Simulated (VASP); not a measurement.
Crystal: Bi2Se3.

```
Bi Se
1.0
     3.64990    2.10727    6.58233
    -3.64990    2.10727    6.58233
     0.00000   -4.21455    6.58233
Bi Se
4 6
Direct
  0.35482 0.35482 0.35482
  0.14518 0.14518 0.14518
  0.64518 0.64518 0.64518
  0.85482 0.85482 0.85482
  0.94460 0.25000 0.55540
  0.55540 0.94460 0.25000
  0.75000 0.44460 0.05540
  0.44460 0.05540 0.75000
  0.05540 0.75000 0.44460
  0.25000 0.55540 0.94460
```

- Program: VASP 6.6.1
- Task: relaxation of cell and atoms
- Functional: PBE
- Potentials or basis: VASP PAW PBE potentials, release 64 (Bi_d, Se)
- Cutoff: 600 eV
- k mesh: 2 × 2 × 2
- Occupations: gaussian, width 0.15 eV
- Spin: no spin polarisation

At the start: pressure 2.8 GPa; volume 30.38 Å³/atom.

Problem. Where does the relaxation end?

Solution. Over 10 steps the energy falls by 26.3 meV/atom and the volume is 32.10 Å³/atom (+5.7 %); space group R-3c (No. 167, to 0.05 Å).

Step by step:
| step | energy change (eV) | largest force (eV/Å) | pressure (GPa) | volume (Å³) |
| --- | --- | --- | --- | --- |
| 1 | 0.0000 | 0.3362 | 2.78 | 303.76 |
| 2 | -0.1290 | 0.2447 | -1.40 | 327.53 |
| 3 | -0.1560 | 0.2584 | -0.27 | 320.18 |
| 4 | -0.1883 | 0.2204 | -0.20 | 319.58 |
| 5 | -0.2494 | 0.0965 | 0.24 | 317.77 |
| 6 | -0.1447 | 0.3575 | 2.11 | 314.13 |
| 7 | -0.2556 | 0.0485 | 0.45 | 317.17 |
| 8 | -0.2561 | 0.0295 | 0.53 | 316.97 |
| 9 | -0.2573 | 0.0386 | -0.55 | 324.83 |
| 10 | -0.2634 | 0.0325 | -0.04 | 321.01 |

Final structure:
```
CELL_PARAMETERS angstrom
3.74714 2.16341 6.59979
-3.74714 2.16341 6.59979
0.00000 -4.32682 6.59979
ATOMIC_POSITIONS crystal
Bi 0.35043 0.35043 0.35043
Bi 0.14957 0.14957 0.14957
Bi 0.64957 0.64957 0.64957
Bi 0.85043 0.85043 0.85043
Se 0.95629 0.25000 0.54371
Se 0.54371 0.95629 0.25000
Se 0.75000 0.45629 0.04371
Se 0.45629 0.04371 0.75000
Se 0.04371 0.75000 0.45629
Se 0.25000 0.54371 0.95629
```

Caveat: the k points lie up to 0.51 Å⁻¹ apart in the final cell; the relaxation stopped at a loose force limit of 0.08 eV/Å, so its end isn't a converged minimum.
